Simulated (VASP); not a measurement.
## SiC (Moissanite): single point with PBE

SiC (Moissanite):

```
Si C
1.0
     3.07600    0.00000    0.00000
    -1.53800    2.66389    0.00000
     0.00000    0.00000    5.04800
Si C
2 2
Direct
  0.66667 0.33333 0.50000
  0.33333 0.66667 0.00000
  0.66667 0.33333 0.88500
  0.33333 0.66667 0.38500
```

| Item | Value |
| --- | --- |
| Program | VASP 6.6.1 |
| Task | single point |
| Functional | PBE |
| Potentials or basis | VASP PAW PBE potentials, release 64 (Si, C) |
| Cutoff | 520 eV |
| k mesh | 10 × 10 × 5 |
| Occupations | gaussian, width 0.029 eV |
| Spin | no spin polarisation |
| Dipole correction | no |
| Further INCAR settings | ALGO = Normal; EDIFF = 1e-06; NBANDS = 16 |

```json
{
  "Pressure": "3.6 GPa",
  "Largest force": "0.753 eV/Å",
  "Band gap on the k mesh": "2.48 eV, indirect (least direct gap 4.08 eV)"
}
```

Forces on the atoms (eV/Å):
```
Si   0.000  0.000  0.753
Si   0.000  0.000  0.753
C    0.000  0.000 -0.753
C    0.000  0.000 -0.753
```

Stress tensor (GPa, compression positive):
```
5.25 0.00 0.00
0.00 5.25 0.00
0.00 0.00 0.42
```

Levels at points of the mesh, in eV from the valence-band top:
```csv
k point,band 4,band 5,band 6,band 7,band 8,band 9,band 10,band 11,band 12,band 13
"(0.00, 0.00, 0.00)",-1.56,-1.56,-0.28,-0.28,0.00,4.62,6.03,6.51,6.51,7.55
"(0.50, 0.00, 0.00)",-6.55,-5.43,-3.54,-3.26,-1.49,2.59,4.20,6.74,7.20,9.71
```

Run time: 39 s on 1 thread of AMD EPYC 7R43 64-Core Processor (Zen 3), on a shared host, peak memory 0.13 GiB.

A k mesh can miss the band edges.
